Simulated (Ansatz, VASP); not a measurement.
# One calculation of NbC3, two programs

The input INCAR:

```
PREC     = Accurate       # precision mode
ENCUT    = 600            # plane-wave cutoff, eV
EDIFF    = 1E-6           # SCF threshold, eV
ISMEAR   = 0              # smearing method
SIGMA    = 0.1            # smearing width, eV
LREAL    = False          # projectors in reciprocal space
LASPH    = True           # aspherical terms in the spheres
NELM     = 100            # most SCF steps
ALGO     = Normal         # electronic algorithm
ISIF     = 3              # what is computed and relaxed
LWAVE    = False          # write WAVECAR
LCHARG   = False          # write CHGCAR
GGA      = PE             # functional
IBRION   = 2              # ionic algorithm
NSW      = 90             # ionic steps
EDIFFG   = -0.04          # ionic threshold
```

Contents of KPOINTS:

```
Automatic mesh
0
Gamma
  8 8 8
```

The input POSCAR:

```
NbC3
1.0
   -1.6305566079      1.6305566079      3.6422822931
    1.6305566079     -1.6305566079      3.6422822931
    1.6305566079      1.6305566079     -3.6422822931
Nb C
1 3
Direct
    0.0000000000      0.0000000000      0.0000000000
    0.5000000000      0.5000000000      0.0000000000
    0.2500000000      0.7500000000      0.5000000000
    0.7500000000      0.2500000000      0.5000000000
```

Input for Ansatz:

```yaml
crystal:
  lattice:
    - [-1.6305566079, 1.6305566079, 3.6422822931]
    - [1.6305566079, -1.6305566079, 3.6422822931]
    - [1.6305566079, 1.6305566079, -3.6422822931]
  atoms:
    - { symbol: Nb, position: [0.0, 0.0, 0.0] }
    - { symbol: C, position: [0.5, 0.5, 0.0] }
    - { symbol: C, position: [0.25, 0.75, 0.5] }
    - { symbol: C, position: [0.75, 0.25, 0.5] }
basis:
  ecutwfc: 420
kpoints:
  mp_grid: { grid: [8, 8, 8] }
hamiltonian:
  xc: pbe
scf:
  occupations: { method: gaussian, width: 0.1 }
  lower_state_search: "off"
output:
  forces: true
  stress: true
  eigenvalues: true
relax:
  adjacent_minimum: "off"
  f_tol: 0.04
  max_steps: 70
  cell: { stress_tol: 0.4 }
```

Alike in both runs: task relaxation of cell and atoms; functional PBE; k mesh 8 × 8 × 8; occupations gaussian, width 0.1 eV; no spin polarisation.

|  | VASP | Ansatz |
| --- | --- | --- |
| version | VASP 6.6.1 | Ansatz 0.2.0 |
| potentials or method | VASP PAW PBE potentials, release 64 (Nb_sv, C), cutoff 600 eV | scalar-relativistic, plane waves, PAW |
| valence electrons in the cell | 25 | 25 |

```tsv
	VASP	Ansatz	Ansatz less VASP
gap on the k mesh at the Fermi level, each at its own relaxed structure (eV)	none	none	-
relaxed volume (Å³/atom)	9.01	9.04	+0.029
relaxed length of the cell vector where the two differ most in proportion (Å)	4.391	4.390	-0.0011
```

A gap of «none» marks a metal or a gap that the smearing closes.
